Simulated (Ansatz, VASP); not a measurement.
## Two plane-wave programs on Al2Cu

```
Al Cu
1.0
     4.10518    0.00000    0.00000
     0.00000    4.10518    0.00000
     0.00000    0.00000    2.89131
Al Cu
2 1
Direct
  0.50000 0.00000 0.50000
  0.00000 0.50000 0.50000
  0.00000 0.00000 0.00000
```

Alike in both runs: task relaxation of cell and atoms; functional PBEsol; k mesh 10 × 10 × 14; occupations gaussian, width 0.1 eV; no spin polarisation.

|  | VASP | Ansatz |
| --- | --- | --- |
| version | VASP 6.6.1 | Ansatz 0.2.0 |
| potentials or method | VASP PAW PBE potentials, release 64 (Al, Cu), cutoff 600 eV | scalar-relativistic, plane waves, PAW |
| valence electrons in the cell | 17 | 25 |

```tsv
	VASP	Ansatz	Ansatz less VASP
gap on the k mesh at the Fermi level, each at its own relaxed structure (eV)	none	none	-
relaxed volume (Å³/atom)	15.89	15.83	-0.060
relaxed cell length with the largest relative difference (Å)	2.850	2.846	-0.0037
```

VASP's potentials were made for PBE, not for PBEsol, and Ansatz warns of the same on its side. A gap of «none» marks a metal or a gap that the smearing closes. VASP's potentials hold 17 valence electrons a cell and Ansatz's 25, so a difference there can come from the potentials and not from the codes.
